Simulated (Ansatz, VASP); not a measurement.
# Two plane-wave programs on Si3N4

```
Si N
1.0
     7.59500    0.00000    0.00000
    -3.79750    6.57746    0.00000
     0.00000    0.00000    2.90230
Si N
6 8
Direct
  0.76732 0.17356 0.32564
  0.59376 0.76732 0.82564
  0.82644 0.59376 0.32564
  0.23268 0.82644 0.82564
  0.41384 0.24788 0.32564
  0.17356 0.40624 0.82564
  0.02936 0.32975 0.32565
  0.69961 0.02936 0.82565
  0.67025 0.69961 0.32565
  0.97064 0.67025 0.82565
  0.30039 0.97064 0.32565
  0.32975 0.30039 0.82565
  0.33333 0.66667 0.82553
  0.66667 0.33333 0.32553
```

Alike in both runs: task electric field gradients; functional PBE; k mesh 4 × 4 × 10; occupations fermi-dirac, width 0.02 eV; no spin polarisation.

|  | VASP | Ansatz |
| --- | --- | --- |
| version | VASP 6.6.1 | Ansatz 0.2.0 |
| potentials or method | VASP PAW PBE potentials, release 64 (Si, N) | plane-wave PAW, scalar-relativistic |
| plane-wave cutoff (eV) | 520 | 420 |
| valence electrons in the cell | 64 | 64 |

Ansatz gave:

* gap on the k mesh at the Fermi level (eV): 4.29
* pressure (GPa): 6.6
* traceless stress, the component that is largest in VASP (GPa): -2.38
* rms of the force components (eV/Å): 0.536
* size of Vzz on the site where it differs most (V/Å²): 49.3

Q: What did VASP give for the same quantities?

A: gap on the k mesh at the Fermi level (eV): 4.28; pressure (GPa): 6.3; traceless stress, the component that is largest in VASP (GPa): -2.36; rms of the force components (eV/Å): 0.537; size of Vzz on the site where it differs most (V/Å²): 44.3.

Atom by atom the forces differ by 0.003 eV/Å (rms over components).
